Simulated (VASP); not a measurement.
Crystal: TlSnCl3.

```xyz
5
Lattice="5.5771 0.0000 0.0000 0.0000 5.5771 0.0000 0.0000 0.0000 5.5771" Properties=species:S:1:pos:R:3 pbc="T T T"
Tl    0.0000    0.0000    0.0000
Sn    2.7885    2.7885    2.7885
Cl    2.7885    2.7885    0.0000
Cl    2.7885    0.0000    2.7885
Cl    0.0000    2.7885    2.7885
```

```yaml
Program: VASP 6.6.1
Task: relaxation of cell and atoms
Functional: PBEsol
Potentials_or_basis: VASP PAW PBE potentials, release 64 (Tl_d, Sn_d, Cl)
Cutoff: 600 eV
k_mesh: 4 × 4 × 4
Occupations: fermi-dirac, width 0.02 eV
Spin: no spin polarisation
```

At the start: pressure -1.4 GPa; volume 34.69 Å³/atom.

Task: How do energy, volume and symmetry change on relaxing?

Result: Over 3 steps the energy falls by 8.9 meV/atom and the volume is 32.75 Å³/atom (-5.6 %); space group Pm-3m (No. 221, to 0.1 Å) before and after.

Step by step:
```csv
step,energy change (eV),largest force (eV/Å),pressure (GPa),volume (Å³)
1,0.0000,0.0000,-1.38,173.47
2,-0.0415,0.0000,-0.37,166.05
3,-0.0443,0.0000,-0.01,163.77
```

Final structure:
```
Tl Sn Cl
1.0
     5.47109    0.00000    0.00000
     0.00000    5.47109    0.00000
     0.00000    0.00000    5.47109
Tl Sn Cl
1 1 3
Direct
  0.00000 0.00000 0.00000
  0.50000 0.50000 0.50000
  0.50000 0.50000 0.00000
  0.50000 0.00000 0.50000
  0.00000 0.50000 0.50000
```

Caveat: the PAW data sets were made with another functional, which shifts forces and pressure a little.
